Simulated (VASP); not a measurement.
System: WS2, a slab with vacuum.

```
W S
1.0
     3.18352    0.00000    0.00000
    -1.59176    2.75701    0.00000
     0.00000    0.00000   16.95058
W S
1 2
Direct
  0.00000 0.00000 0.00000
  0.33333 0.66667 0.09200
  0.33333 0.66667 0.90800
```

Base run:

```yaml
Program: VASP 6.6.1
Functional: PBEsol
Potentials_or_basis: VASP PAW PBE potentials, release 64 (W_sv, S)
Cutoff: 500 eV
k_mesh: 8 × 8 × 2
Occupations: fermi-dirac, width 0.05 eV
Spin: no spin polarisation
```

Its results: band gap on the k mesh 2.07 eV (least direct gap 2.25 eV); largest force 0.103 eV/Å.

Question: The run is repeated on the same cell with these changes: functional from PBEsol to PBEsol-based global hybrid with 25 % exact exchange; cutoff from 500 eV to 520 eV; k mesh from 8 × 8 × 2 to 5 × 5 × 1. What comes out?

Answer: Band gap on the k mesh 3.51 eV (least direct gap 4.04 eV); largest force 0.521 eV/Å.

Several settings changed at once.

Caveats: some runs use coarse meshes; the PAW data sets were made with another functional, which shifts forces and pressure a little; spin-orbit coupling is left out, which moves the levels of the heavy elements.

A k mesh can miss the band edges.
